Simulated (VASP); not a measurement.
AlCo, 2 atoms in the cell. The structure is cubic, space group Pm-3m (No. 221). The conventional cell has a = 2.777 Å, b = 2.777 Å, c = 2.777 Å, α = 90.00°, β = 90.00°, γ = 90.00°. Al (site symmetry m-3m) has 8 Co at 2.41 Å and 6 Al at 2.78 Å within 3.2 Å. Co (site symmetry m-3m) has 8 Al at 2.41 Å and 6 Co at 2.78 Å within 3.2 Å.  This cell differs from its parent crystal: strain -0.015 along x and y, -0.015 along z.

- Program: VASP 6.6.1
- Task: single point
- Functional: PBEsol
- Potentials or basis: VASP PAW PBE potentials, release 64 (Al, Co)
- Cutoff: 520 eV
- k mesh: 16 × 16 × 16
- Occupations: gaussian, width 0.15 eV
- Spin: no spin polarisation
- Dipole correction: no
- Further INCAR settings: ALGO = Fast; EDIFF = 1e-06; NBANDS = 13

Potentials or basis: VASP PAW PBE potentials, release 64 (Al, Co).

Launch:

```sh
$ cat potpaw_PBE.64/Al/POTCAR potpaw_PBE.64/Co/POTCAR > POTCAR
$ mpirun -np 1 vasp_std > vasp.out
```

Hardware: 1 thread of Intel Xeon 8259CL (shared host).

Task: Estimate the wall time of this run.

Result: Run time: 49 s on 1 thread of Intel Xeon 8259CL, on a shared host, peak memory 0.18 GiB. Counts: scf iterations 15, k points 165.
